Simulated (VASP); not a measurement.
Set up this calculation in VASP 6.6.1, as the native input.

| Property | Result |
| --- | --- |
| Task | single point |
| Functional | PBE |
| Potentials or basis | VASP PAW PBE potentials, release 64 (Al, B, N) |
| Cutoff | 520 eV |
| k mesh | 18 × 18 × 10 |
| Occupations | gaussian, width 0.1 eV |
| Spin | no spin polarisation |
| Dipole correction | no |
| Further INCAR settings | ALGO = Normal; EDIFF = 1e-06; NBANDS = 12 |

The structure of AlBN lies in POSCAR:

```
AlBN
1.0
    2.6449946188      0.0000000000      0.0000000000
    0.0000000000      2.6449946188      0.0000000000
    0.0000000000      0.0000000000      5.4203089157
Al B N
1 1 1
Direct
    0.5000000000      0.5000000000      0.0000000000
    0.5000000000      0.5000000000      0.5000000000
    0.0000000000      0.0000000000      0.0000000000
```

These files were run (other wordings do the same):

INCAR

```
SYSTEM = AlBN
ALGO = Normal
EDIFF = 1E-6
ENCUT = 520
GGA = PE
ISIF = 2
ISMEAR = 0
LASPH = .TRUE.
LCHARG = .FALSE.
LREAL = .FALSE.
LWAVE = .FALSE.
NBANDS = 12
NELM = 100
PREC = Accurate
SIGMA = 0.1
```

KPOINTS

```
k-points
0
G
  18 18 10
  0 0 0
```

Potentials or basis: VASP PAW PBE potentials, release 64 (Al, B, N).

The run is started by

```bash
$ cat potpaw_PBE.64/Al/POTCAR potpaw_PBE.64/B/POTCAR potpaw_PBE.64/N/POTCAR > POTCAR
$ mpirun -np 1 vasp_std > vasp.out
```

Results of the run:

The pressure is -0.1 GPa.

Run time: 49 s on 1 thread of AMD EPYC 9R45 96-Core Processor (Zen 5), with other jobs on the host, peak memory 0.24 GiB.
